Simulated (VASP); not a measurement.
Crystal: WF3.

```
W F
1.0
     3.71721    0.00000    0.00000
     0.00000    3.71721    0.00000
     0.00000    0.00000    3.76973
W F
1 3
Direct
  0.00000 0.00000 0.00000
  0.50000 0.50000 0.00000
  0.00000 0.50000 0.50000
  0.50000 0.00000 0.50000
```

The cell was built from a structure type or drawn by symmetry, and may not be a known phase.

| Item | Value |
| --- | --- |
| Program | VASP 6.6.1 |
| Task | relaxation of cell and atoms |
| Functional | PBE |
| Potentials or basis | VASP PAW PBE potentials, release 64 (W_sv, F) |
| Cutoff | 600 eV |
| k mesh | 6 × 6 × 6 |
| Occupations | gaussian, width 0.1 eV |
| Spin | collinear spin |
| Starting moments | [2.15, 0.06, 0.06, 0.06] μB |

At the start: pressure -22.4 GPa; volume 13.02 Å³/atom.

Where does the relaxation end?

Over 6 steps the energy falls by 246.6 meV/atom and the volume is 10.23 Å³/atom (-21.4 %); space group Pm-3m (No. 221, to 0.1 Å) before and after; moment 2.87 μB per cell.

The path:
```tsv
step	energy change (eV)	largest force (eV/Å)	pressure (GPa)	volume (Å³)
1	0.0000	0.0000	-22.36	52.09
2	-0.9660	0.0000	4.64	39.55
3	-0.9852	0.0000	0.74	40.68
4	-0.9855	0.0000	-0.25	40.93
5	-0.9862	0.0000	-0.25	40.93
6	-0.9864	0.0000	-0.25	40.94
```

Final structure:
```xyz
4
Lattice="3.4462 0.0000 0.0000 0.0000 3.4462 0.0000 0.0000 0.0000 3.4468" Properties=species:S:1:pos:R:3 pbc="T T T"
W     0.0000    0.0000    0.0000
F     1.7231    1.7231    0.0000
F     0.0000    1.7231    1.7234
F     1.7231    0.0000    1.7234
```

Caveat: the volume moved by over 15 % at a fixed basis, so the end points are rough; the highest band is partly filled, so the run has too few bands.
